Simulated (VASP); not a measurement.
# MnSb (P6_3/mmc) in VASP: a series of runs, part 2 of 2

VASP 6.6.1.

**3. Single point, PBEsol+U, collinear spin, ferromagnetic start**

Contents of INCAR:

```
  PREC = Accurate
  ENCUT = 520
  EDIFF = 1E-6
  ISMEAR = -1
  SIGMA = 0.05
  LREAL = False
  LASPH = True
  NELM = 150
  ALGO = Normal
  ISIF = 2
  LWAVE = False
  LCHARG = False
  ISPIN = 2
  MAGMOM = 0 0 4 4
  LORBIT = 11
  LMAXMIX = 4
  LDAU = True
  LDAUTYPE = 2
  LDAUL = -1 2
  LDAUU = 0 1
  LDAUJ = 0 0
  LDAUPRINT = 1
  GGA = PS
  NBANDS = 30
```

Contents of KPOINTS:

```
Automatic mesh
0
Gamma
  7 7 5
```

Contents of POSCAR:

```
MnSb
1.0
    4.1500000000      0.0000000000      0.0000000000
   -2.0750000000      3.5940054257      0.0000000000
    0.0000000000      0.0000000000      5.7800000000
Sb Mn
2 2
Direct
    0.6666666667      0.3333333333      0.7500000000
    0.3333333333      0.6666666667      0.2500000000
    0.0000000000      0.0000000000      0.5000000000
    0.0000000000      0.0000000000      0.0000000000
```

Potentials or basis: VASP PAW PBE potentials, release 64 (Sb, Mn_pv).

Command:

```console
$ cat potpaw_PBE.64/Sb/POTCAR potpaw_PBE.64/Mn_pv/POTCAR > POTCAR
$ mpirun -np 1 vasp_std > vasp.out
```

OUTCAR:

```text
PREC = Accurate
   ENCUT = 520
   EDIFF = 1E-6
   ISMEAR = -1
   LREAL = False
   LASPH = True
   NELM = 150
   ISIF = 2
   ISPIN = 2
   LORBIT = 11
   GGA = PS

 ion  position               nearest neighbor table
   1  0.667  0.333  0.750-   3 2.80   4 2.80   3 2.80   4 2.80   3 2.80   4 2.80   2 3.75   2 3.75
                             2 3.75   2 3.75   2 3.75   2 3.75
   2  0.333  0.667  0.250-   3 2.80   4 2.80   3 2.80   4 2.80   3 2.80   4 2.80   1 3.75   1 3.75
                             1 3.75   1 3.75   1 3.75   1 3.75
   3  0.000  0.000  0.500-   1 2.80   2 2.80   2 2.80   1 2.80   1 2.80   2 2.80   4 2.89   4 2.89

   4  0.000  0.000  0.000-   1 2.80   2 2.80   2 2.80   1 2.80   1 2.80   2 2.80   3 2.89   3 2.89

  LATTYP: Found a hexagonal cell.
 ALAT       =     4.1500000000
 C/A-ratio  =     1.3927710843

  Lattice vectors:

 A1 = (   4.1500000000,   0.0000000000,   0.0000000000)
 A2 = (  -2.0750000000,   3.5940054257,   0.0000000000)
 A3 = (   0.0000000000,   0.0000000000,   5.7800000000)

Analysis of symmetry for initial positions (statically):
=====================================================================
 Subroutine PRICEL returns:
 Original cell was already a primitive cell.

 Routine SETGRP: Setting up the symmetry group for a
 hexagonal supercell.

 Subroutine GETGRP returns: Found 24 space group operations
 (whereof 12 operations were pure point group operations)
 out of a pool of 24 trial point group operations.

The static configuration has the point symmetry D_3d.
 The point group associated with its full space group is D_6h.

Analysis of symmetry for dynamics (positions and initial velocities):
=====================================================================
 Subroutine PRICEL returns:
 Original cell was already a primitive cell.

 Routine SETGRP: Setting up the symmetry group for a
 hexagonal supercell.

 Subroutine GETGRP returns: Found 24 space group operations
[... 238 lines left out ...]
  energy without entropy =      -26.95846003  energy(sigma->0) =      -26.96621429

 E-fermi :   7.5720     XC(G=0): -10.7338

 val. band max:        7.5224322628   @ k =   0.4286   0.1429   0.2000
 cond. band min:       7.5993970207   @ k =   0.1429   0.0000   0.0000
 fundamental gap:      0.0769647580
 Fermi energy:         7.5719811106

 spin component 1

 k-point     1 :       0.0000    0.0000    0.0000
  band No.  band energies     occupation
      1     -42.4518      1.00000
      2     -42.4518      1.00000
      3     -42.4443      1.00000
      4     -42.4443      1.00000
      5     -42.2860      1.00000
      6     -42.2056      1.00000
[... 781 lines left out ...]
     29      14.9150      0.00000
     30      15.2123      0.00000
 Fermi energy:         7.5719811106

 spin component 2

 k-point     1 :       0.0000    0.0000    0.0000
  band No.  band energies     occupation
      1     -38.5759      1.00000
      2     -38.5759      1.00000
      3     -38.5666      1.00000
      4     -38.5666      1.00000
      5     -38.5242      1.00000
      6     -38.4282      1.00000
[... 781 lines left out ...]
     29      15.4136      0.00000
     30      15.7955      0.00000

------------------------ aborting loop because EDIFF is reached ----------------------------------------

  FORCE on cell =-STRESS in cart. coord.  units (eV):
  Direction    XX          YY          ZZ          XY          YZ          ZX
  --------------------------------------------------------------------------------------
  -------------------------------------------------------------------------------------
  Total       -1.8428141     -1.8428141     -2.1198291      0.0000000      0.0000000      0.0000000
  in kB      -34.2481754    -34.2481754    -39.3964203      0.0000000      0.0000000      0.0000000
  external PRESSURE =     -35.9642570 kB  Pullay stress =       0.0000000 kB

 VOLUME and BASIS-vectors are now :
 -----------------------------------------------------------------------------
  energy-cutoff  :      520.00
  volume of cell :       86.21
      direct lattice vectors                 reciprocal lattice vectors
     4.150000000  0.000000000  0.000000000     0.240963855  0.139120547  0.000000000
    -2.075000000  3.594005426  0.000000000     0.000000000  0.278241094  0.000000000
     0.000000000  0.000000000  5.780000000     0.000000000  0.000000000  0.173010381

 POSITION                                       TOTAL-FORCE (eV/Angst)
 -----------------------------------------------------------------------------------
      2.07500      1.19800      4.33500        -0.000000      0.000000      0.000000
     -0.00000      2.39600      1.44500         0.000000      0.000000      0.000000
      0.00000      0.00000      2.89000        -0.000000      0.000000      0.000000
      0.00000      0.00000      0.00000         0.000000      0.000000      0.000000
 -----------------------------------------------------------------------------------
    total drift:                               -0.000000      0.000000      0.000000

  FREE ENERGIE OF THE ION-ELECTRON SYSTEM (eV)
  ---------------------------------------------------
  free  energy   TOTEN  =       -26.9739685536 eV

  energy  without entropy=      -26.9584600335  energy(sigma->0) =      -26.96621429

 total charge

# of ion       s       p       d       tot
------------------------------------------
    1        1.150   1.274   0.038   2.462
    2        1.150   1.274   0.038   2.462
    3        0.280   6.218   5.004  11.502
    4        0.280   6.218   5.004  11.502
--------------------------------------------------
tot          2.859  14.983  10.085  27.927

 magnetization (x)

# of ion       s       p       d       tot
------------------------------------------
    1        0.016  -0.160   0.005  -0.138
    2        0.016  -0.160   0.005  -0.138
    3        0.036   0.028   3.612   3.676
    4        0.036   0.028   3.612   3.676
--------------------------------------------------
tot          0.104  -0.263   7.234   7.075
```

stdout:

```text
POSCAR found type information on POSCAR SbMn
 POSCAR found :  2 types and       4 ions
 scaLAPACK will be used
 -----------------------------------------------------------------------------
|                                                                             |
|                                                                             |
|     You enforced a specific xc type in the INCAR file but a different       |
|     I HOPE YOU KNOW WHAT YOU ARE DOING!                                     |
|                                                                             |
 -----------------------------------------------------------------------------

 LDA part: xc-table for (Slater+PW92), standard interpolation
 POSCAR, INCAR and KPOINTS ok, starting setup
 FFT: planning ... GRIDC
 FFT: planning ... GRID_SOFT
 FFT: planning ... GRID
 WAVECAR not read
 entering main loop
```

Wall time 4.1 min (1 thread of Oxide Virtual Turin-like, shared host); peak memory 0.26 GiB.

What came out:

| Item | Value |
| --- | --- |
| Free energy | -26.9740 eV |
| Pressure | -3.6 GPa |
| Net moment | 7.23 μB per cell |
| Site moments | Sb -0.14; Mn +3.68 μB |
| Valence electrons inside the program's atomic spheres | Sb 2.46; Mn 11.50 |

Eigenvalues of the final occupation matrices:
```tsv
site	spin	trace	eigenvalues
site 3 d	1	4.32	0.83 0.83 0.87 0.89 0.89
site 3 d	2	0.70	0.06 0.06 0.19 0.20 0.20
site 4 d	1	4.32	0.83 0.83 0.87 0.89 0.89
site 4 d	2	0.70	0.06 0.06 0.19 0.20 0.20
```

Caveat: the PAW data sets were made with another functional, which shifts forces and pressure a little; spin-orbit coupling is left out, which moves the levels of the heavy elements; only a ferromagnetic start was run, and an antiferromagnetic order may lie lower in energy; the U is typed as a test and isn't derived for this compound. The state reached can hang on the start; a lower one may exist.

**4. Single point, PBEsol+U, collinear spin, ferromagnetic start**

Contents of INCAR:

```
SYSTEM = MnSb
ALGO = Normal
EDIFF = 1E-6
ENCUT = 520
GGA = PS
ISIF = 2
ISMEAR = -1
ISPIN = 2
LASPH = .True.
LCHARG = .True.
LDAU = .True.
LDAUJ = 0 0
LDAUL = -1 2
LDAUPRINT = 1
LDAUTYPE = 2
LDAUU = 0 2
LELF = .True.
LMAXMIX = 4
LORBIT = 11
LREAL = .False.
LVHAR = .True.
LWAVE = .False.
MAGMOM = 0 0 4 4
NBANDS = 30
NELM = 150
PREC = Accurate
SIGMA = 0.05
```

Contents of KPOINTS:

```
k-points
0
Gamma
  7 7 5
  0 0 0
```

POSCAR is that of step 3.

Command:

```console
$ cat potpaw_PBE.64/Sb/POTCAR potpaw_PBE.64/Mn_pv/POTCAR > POTCAR
$ mpirun -np 1 vasp_std > vasp.out
```

Wall time 3.9 min (1 thread of Oxide Virtual Turin-like, shared host); peak memory 0.26 GiB.

Results (log left out):

- Free energy: -25.8891 eV
- Pressure: -0.8 GPa
- Net moment: 7.58 μB per cell
- Site moments: Sb -0.16; Mn +3.89 μB
- Valence electrons inside the program's atomic spheres: Sb 2.48; Mn 11.49

Stress tensor (GPa, compression positive):
```
-0.94  0.00  0.00
 0.00 -0.94  0.00
 0.00  0.00 -0.54
```

Levels at points of the mesh, in eV from the Fermi level:
Spin up:
| k point | band 19 | band 20 | band 21 | band 22 | band 23 | band 24 | band 25 | band 26 |
| --- | --- | --- | --- | --- | --- | --- | --- | --- |
| (0.00, 0.00, 0.00) | -1.76 | 0.35 | 0.35 | 1.80 | 1.80 | 2.56 | 2.77 | 3.94 |
Spin down:
```csv
k point,band 10,band 11,band 12,band 13,band 14,band 15,band 16,band 17,band 18,band 19
"(0.00, 0.00, 0.00)",-2.27,-2.27,-0.45,0.44,0.44,0.50,0.50,0.85,0.85,2.08
```

Eigenvalues of the final occupation matrices:
| site | spin | trace | eigenvalues |
| --- | --- | --- | --- |
| site 3 d | 1 | 4.41 | 0.86 0.86 0.89 0.90 0.90 |
| site 3 d | 2 | 0.59 | 0.04 0.04 0.13 0.18 0.18 |
| site 4 d | 1 | 4.41 | 0.86 0.86 0.89 0.90 0.90 |
| site 4 d | 2 | 0.59 | 0.04 0.04 0.13 0.18 0.18 |

Caveat: the PAW data sets were made with another functional, which shifts forces and pressure a little; spin-orbit coupling is left out, which moves the levels of the heavy elements; only a ferromagnetic start was run, and an antiferromagnetic order may lie lower in energy; the U is typed as a test and isn't derived for this compound. The state reached can hang on the start; a lower one may exist.

**5. Single point, PBEsol+U, collinear spin, ferromagnetic start**

Contents of INCAR:

```
SYSTEM = MnSb
ALGO = Normal
EDIFF = 1E-6
ENCUT = 520
GGA = PS
ISIF = 2
ISMEAR = -1
ISPIN = 2
LASPH = .TRUE.
LCHARG = .FALSE.
LDAU = .TRUE.
LDAUJ = 0 0
LDAUL = -1 2
LDAUPRINT = 1
LDAUTYPE = 2
LDAUU = 0 4
LMAXMIX = 4
LORBIT = 11
LREAL = .FALSE.
LWAVE = .FALSE.
MAGMOM = 0 0 4 4
NBANDS = 30
NELM = 150
PREC = Accurate
SIGMA = 0.05
```

Contents of KPOINTS:

```
k-points
0
G
  7 7 5
  0 0 0
```

POSCAR is that of step 4.

Command:

```console
$ cat potpaw_PBE.64/Sb/POTCAR potpaw_PBE.64/Mn_pv/POTCAR > POTCAR
$ mpirun -np 1 vasp_std > vasp.out
```

It took 3.7 min on 1 thread of Oxide Virtual Turin-like, shared host; peak memory 0.26 GiB.

It converged, with:

* Free energy: -24.1052 eV
* Pressure: 4.0 GPa
* Band gap on the k mesh: zero (filled and empty bands overlap)
* Net moment: 8.03 μB per cell
* Site moments: Sb -0.19; Mn +4.18 μB
* Valence electrons inside the program's atomic spheres: Sb 2.51; Mn 11.47

Stress tensor (GPa, compression positive):
```
3.13 0.00 0.00
0.00 3.13 0.00
0.00 0.00 5.60
```

Levels at points of the mesh, in eV from the Fermi level:
Spin up:
```csv
k point,band 18,band 19,band 20,band 21,band 22,band 23,band 24,band 25,band 26,band 27
"(0.00, 0.00, 0.00)",-4.28,-2.78,0.31,0.31,1.49,1.49,2.60,2.67,3.72,5.40
```
Spin down:
```
           k point  band 11  band 12  band 13  band 14  band 15  band 16  band 17  band 18
(0.00, 0.00, 0.00)    -2.08     0.15     0.38     0.38     1.05     1.05     1.46     1.46
```

Eigenvalues of the final occupation matrices:
| site | spin | trace | eigenvalues |
| --- | --- | --- | --- |
| site 3 d | 1 | 4.54 | 0.89 0.89 0.91 0.92 0.92 |
| site 3 d | 2 | 0.42 | 0.03 0.03 0.06 0.15 0.15 |
| site 4 d | 1 | 4.54 | 0.89 0.89 0.91 0.92 0.92 |
| site 4 d | 2 | 0.42 | 0.03 0.03 0.06 0.15 0.15 |

Caveat: the PAW data sets were made with another functional, which shifts forces and pressure a little; spin-orbit coupling is left out, which moves the levels of the heavy elements; only a ferromagnetic start was run, and an antiferromagnetic order may lie lower in energy; the U is typed as a test and isn't derived for this compound. The state reached can hang on the start; a lower one may exist.

**6. Density of states, PBEsol+U, collinear spin, ferromagnetic start**

POSCAR is that of step 5.

Contents of INCAR.step1:

```
SYSTEM = MnSb
ALGO = Normal
EDIFF = 1E-6
ENCUT = 520
GGA = PS
ISIF = 2
ISMEAR = -1
ISPIN = 2
LASPH = .True.
LCHARG = .True.
LDAU = .True.
LDAUJ = 0 0
LDAUL = -1 2
LDAUPRINT = 1
LDAUTYPE = 2
LDAUU = 0 3
LMAXMIX = 4
LREAL = .False.
LWAVE = .False.
MAGMOM = 0 0 4 4
NBANDS = 30
NELM = 150
PREC = Accurate
SIGMA = 0.05
```

Contents of KPOINTS.step1:

```
k-points
0
Gamma
  7 7 5
  0 0 0
```

Contents of INCAR.step2:

```
SYSTEM = MnSb
ALGO = Normal
EDIFF = 1E-6
ENCUT = 520
GGA = PS
ICHARG = 11
ISIF = 2
ISMEAR = -5
ISPIN = 2
LASPH = .True.
LCHARG = .False.
LDAU = .True.
LDAUJ = 0 0
LDAUL = -1 2
LDAUPRINT = 1
LDAUTYPE = 2
LDAUU = 0 3
LMAXMIX = 4
LORBIT = 10
LREAL = .False.
LWAVE = .False.
MAGMOM = 0 0 4 4
NEDOS = 2001
NELM = 150
PREC = Accurate
SIGMA = 0.05
```

Contents of KPOINTS.step2:

```
k-points
0
Gamma
  11 11 8
  0 0 0
```

Potentials or basis: VASP PAW PBE potentials, release 64 (Sb, Mn_pv).

Command:

```console
$ cat potpaw_PBE.64/Sb/POTCAR potpaw_PBE.64/Mn_pv/POTCAR > POTCAR
$ cp INCAR.step1 INCAR
$ cp KPOINTS.step1 KPOINTS
$ mpirun -np 1 vasp_std > vasp.out
$ cp INCAR.step2 INCAR
$ cp KPOINTS.step2 KPOINTS
$ mpirun -np 1 vasp_std > vasp.out
```

It took 10 min on 1 thread of Oxide Virtual Turin-like, shared host; peak memory 0.39 GiB.

The run converged. Its results:

```yaml
Net_moment: 7.86 μB per cell
Site_moments: Sb -0.17; Mn +4.05 μB
Valence_electrons_inside_the_program's_atomic_spheres: Sb 2.49; Mn 11.47
```

Levels at points of the mesh, in eV from the Fermi level:
Spin up:
```csv
k point,band 18,band 19,band 20,band 21,band 22,band 23,band 24,band 25,band 26
"(0.00, 0.00, 0.00)",-3.75,-2.36,0.28,0.28,1.59,1.59,2.54,2.67,3.78
"(0.00, 0.00, 0.50)",-4.31,-1.13,-1.13,1.21,1.21,1.21,1.21,4.02,4.02
```
Spin down:
```csv
k point,band 12,band 13,band 14,band 15,band 16,band 17
"(0.00, 0.00, 0.00)",-0.20,0.37,0.37,0.73,0.73,1.11
"(0.00, 0.00, 0.50)",-1.40,-1.40,-1.40,1.30,1.30,1.32
```

Eigenvalues of the final occupation matrices:
| site | spin | trace | eigenvalues |
| --- | --- | --- | --- |
| site 3 d | 1 | 4.49 | 0.88 0.88 0.90 0.91 0.91 |
| site 3 d | 2 | 0.49 | 0.03 0.03 0.09 0.17 0.17 |
| site 4 d | 1 | 4.49 | 0.88 0.88 0.90 0.91 0.91 |
| site 4 d | 2 | 0.49 | 0.03 0.03 0.09 0.17 0.17 |

Caveat: the PAW data sets were made with another functional, which shifts forces and pressure a little; spin-orbit coupling is left out, which moves the levels of the heavy elements; only a ferromagnetic start was run, and an antiferromagnetic order may lie lower in energy; the U is typed as a test and isn't derived for this compound; tetrahedron occupations give inexact forces and stress in metals. The state reached can hang on the start; a lower one may exist.

**7. Summary**

```tsv
task	level	potentials or basis	U	k mesh for the DOS	occupations for the DOS	gap on the mesh (eV)	pressure (GPa)	moment (μB)
single point	LDA+U	VASP PAW LDA potentials, release 64 (Sb, Mn_pv)	Mn d U = 4.5 eV	-	-	none	1.4	8.05
single point	PBEsol+U	VASP PAW PBE potentials, release 64 (Sb, Mn_pv)	Mn d U = 1.0 eV	-	-	none	-3.6	7.23
single point	PBEsol+U	VASP PAW PBE potentials, release 64 (Sb, Mn_pv)	Mn d U = 2.0 eV	-	-	none	-0.8	7.58
single point	PBEsol+U	VASP PAW PBE potentials, release 64 (Sb, Mn_pv)	Mn d U = 4.0 eV	-	-	none	4.0	8.03
density of states	PBEsol+U	VASP PAW PBE potentials, release 64 (Sb, Mn_pv)	Mn d U = 3.0 eV	11 × 11 × 8	tetrahedron	-	-	7.86
```

Alike in all rows: spin collinear, ferromagnetic start; cell as given; k mesh 7 × 7 × 5; cutoff (eV) 520; smearing fermi-dirac 0.05 eV.

Caveats: spin-orbit coupling is left out, which moves the levels of the heavy elements; only a ferromagnetic start was run, and an antiferromagnetic order may lie lower in energy; the U is typed as a test and isn't derived for this compound; the PAW data sets were made with another functional, which shifts forces and pressure a little (some runs); tetrahedron occupations give inexact forces and stress in metals (some runs).

Total energies depend on the potentials used, so only differences within one code and one set of settings carry meaning.
